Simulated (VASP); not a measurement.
Wanted: the native input for a VASP 6.6.1 run.

| Property | Result |
| --- | --- |
| Task | single point |
| Functional | r2SCAN |
| Potentials or basis | VASP PAW PBE potentials, release 64 (Mo_sv, S) |
| Cutoff | 520 eV |
| k mesh | 12 × 12 × 2 |
| Occupations | gaussian, width 0.01 eV |
| Spin | no spin polarisation |
| Dipole correction | no |
| Further INCAR settings | ALGO = Normal; EDIFF = 1e-06; NBANDS = 35 |

MoS2:

```
CELL_PARAMETERS angstrom
3.14129 0.00000 0.00000
-1.57064 2.72044 0.00000
0.00000 0.00000 12.49808
ATOMIC_POSITIONS crystal
Mo 0.33333 0.66667 0.25000
Mo 0.66667 0.33333 0.75000
S 0.66667 0.33333 0.37532
S 0.66667 0.33333 0.12468
S 0.33333 0.66667 0.87532
S 0.33333 0.66667 0.62468
```

This cell differs from its parent crystal: epitaxial xy strain -1.0%.

One way to write it, as run:

POSCAR

```
MoS2
1.0
    3.1412897300      0.0000000000      0.0000000000
   -1.5706448650      2.7204367068      0.0000000000
    0.0000000000      0.0000000000     12.4980754390
Mo S
2 4
Direct
    0.3333333333      0.6666666667      0.2500000000
    0.6666666667      0.3333333333      0.7500000000
    0.6666666667      0.3333333333      0.3753180843
    0.6666666667      0.3333333333      0.1246819157
    0.3333333333      0.6666666667      0.8753180843
    0.3333333333      0.6666666667      0.6246819157
```

INCAR.step1

```
SYSTEM = MoS2
ALGO     = Normal         ! electronic algorithm
EDIFF    = 1E-4           ! SCF threshold, eV
ENCUT    = 520            ! plane-wave cutoff, eV
GGA      = PE             ! functional
ISMEAR   = 0              ! smearing method
LASPH    = .TRUE.         ! aspherical terms in the spheres
LCHARG   = .FALSE.        ! write CHGCAR
LREAL    = .FALSE.        ! projectors in reciprocal space
LWAVE    = .TRUE.         ! write WAVECAR
NBANDS   = 35             ! bands
NELM     = 100            ! most SCF steps
PREC     = Accurate       ! precision mode
SIGMA    = 0.01           ! smearing width, eV
```

INCAR.step2

```
SYSTEM = MoS2
ALGO     = Normal         ! electronic algorithm
EDIFF    = 1E-6           ! SCF threshold, eV
ENCUT    = 520            ! plane-wave cutoff, eV
ISIF     = 2              ! what is computed and relaxed
ISMEAR   = 0              ! smearing method
ISTART   = 1            
LASPH    = .TRUE.         ! aspherical terms in the spheres
LCHARG   = .FALSE.        ! write CHGCAR
LMIXTAU  = .TRUE.       
LREAL    = .FALSE.        ! projectors in reciprocal space
LWAVE    = .FALSE.        ! write WAVECAR
METAGGA  = R2SCAN         ! meta-GGA
NBANDS   = 35             ! bands
NELM     = 100            ! most SCF steps
PREC     = Accurate       ! precision mode
SIGMA    = 0.01           ! smearing width, eV
```

KPOINTS

```
k-points
0
G
  12 12 2
  0 0 0
```

Potentials or basis: VASP PAW PBE potentials, release 64 (Mo_sv, S).

The run is started by

```console
$ cat potpaw_PBE.64/Mo_sv/POTCAR potpaw_PBE.64/S/POTCAR > POTCAR
$ cp INCAR.step1 INCAR
$ mpirun -np 1 vasp_std > vasp.out
$ cp INCAR.step2 INCAR
$ mpirun -np 1 vasp_std > vasp.out
```

It gave:

```yaml
Pressure: 3.2 GPa
Largest_force: 0.051 eV/Å
Band_gap_on_the_k_mesh: 1.10 eV (least direct gap 1.87 eV)
```

Caveat: the cell differs from its parent crystal (epitaxial xy strain -1.0%); the cell stands under pressure; the PAW data sets were made with another functional, which shifts forces and pressure a little.

Run time: 3 min on 1 thread of Intel(R) Xeon(R) 6975P-C (Granite Rapids) (shared host), peak memory 0.3 GiB.
